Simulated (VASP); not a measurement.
Here is a VASP 6.6.1 calculation.

Contents of INCAR:

```
  ALGO = Normal
  EDIFF = 1E-6
  ENCUT = 520
  GGA = PE
  ISIF = 2
  ISMEAR = 0
  LASPH = T
  LCHARG = F
  LREAL = F
  LWAVE = F
  NBANDS = 16
  NELM = 100
  PREC = Accurate
  SIGMA = 0.019000000000000003
```

KPOINTS

```
k-points
0
Gamma
  7 7 7
```

File POSCAR:

```
CdTe
1.0
    0.0000000000      3.2050000000      3.2050000000
    3.2050000000      0.0000000000      3.2050000000
    3.2050000000      3.2050000000      0.0000000000
Te Cd
1 1
Direct
    0.7500000000      0.7500000000      0.7500000000
    0.0000000000      0.0000000000      0.0000000000
```

Potentials or basis: VASP PAW PBE potentials, release 64 (Te, Cd).

Run with:

```sh
$ cat potpaw_PBE.64/Te/POTCAR potpaw_PBE.64/Cd/POTCAR > POTCAR
$ mpirun -np 1 vasp_std > vasp.out
```

Q: Predict the band gap on the k mesh.

A: 0.87 eV, direct.

Q: Predict the pressure.

A: 4.4 GPa.

Caveat: spin-orbit coupling is left out, which moves the levels of the heavy elements. PBE gaps usually lie below the measured ones, often by a third to a half.
